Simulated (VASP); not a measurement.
# Sb: single point with PBE

Sb:

```
CELL_PARAMETERS angstrom
2.76153 0.00000 0.00000
-1.38077 2.39156 0.00000
0.00000 0.00000 2.59615
ATOMIC_POSITIONS crystal
Sb 0.00000 0.00000 0.00000
```

- Program: VASP 6.6.1
- Task: single point
- Functional: PBE
- Potentials or basis: VASP PAW PBE potentials, release 64 (Sb)
- Cutoff: 520 eV
- k mesh: 16 × 16 × 15
- Occupations: fermi-dirac, width 0.08 eV
- Spin: no spin polarisation

| Quantity | Value |
| --- | --- |
| Pressure | 102.0 GPa |

Levels at points of the mesh, in eV from the Fermi level:
| k point | band 1 | band 2 | band 3 | band 4 | band 5 | band 6 | band 7 |
| --- | --- | --- | --- | --- | --- | --- | --- |
| (0.00, 0.00, 0.00) | -18.13 | 4.31 | 7.38 | 7.38 | 7.81 | 9.48 | 11.17 |
| (0.50, 0.00, 0.00) | -11.53 | -10.06 | 1.53 | 5.93 | 10.18 | 11.38 | 13.20 |

Run time: 13 s on 1 thread of Intel(R) Xeon(R) Platinum 8488C (Sapphire Rapids) (shared host), peak memory 0.15 GiB.

Caveat: spin-orbit coupling is left out, which moves the levels of the heavy elements.
